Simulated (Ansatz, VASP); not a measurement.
Two plane-wave programs on YAl3N4

```
CELL_PARAMETERS angstrom
4.63508 0.00000 0.00000
0.00000 4.63508 0.00000
0.00000 0.00000 4.63508
ATOMIC_POSITIONS crystal
Y 0.00000 0.00000 0.00000
Al 0.00000 0.50000 0.50000
Al 0.50000 0.00000 0.50000
Al 0.50000 0.50000 0.00000
N 0.27227 0.27227 0.72773
N 0.27227 0.72773 0.27227
N 0.72773 0.27227 0.27227
N 0.72773 0.72773 0.72773
```

Alike in both runs: functional PBE; k mesh 4 × 4 × 4; occupations gaussian, width 0.1 eV; no spin polarisation.

Ansatz relaxed the structure, and its values are those at the end. VASP's run is a single point on that final structure, the one shown.

```csv
,VASP,Ansatz
version,VASP 6.6.1,Ansatz 0.2.0
potentials or method,"VASP PAW PBE potentials, release 64 (Y_sv, Al, N), cutoff 520 eV","scalar-relativistic, plane waves, PAW"
valence electrons in the cell,40,40
```

```csv
,VASP,Ansatz,Ansatz less VASP
gap on the k mesh at the Fermi level (eV),2.31,2.31,0.000
least direct gap on the mesh (eV),3.02,3.02,-0.001
pressure (GPa),-0.6,-0.4,+0.25
rms of the force components (eV/Å),0.013,0.010,-0.0028
```

The functional is the same, so the differences come from potentials, cutoffs and numerics.
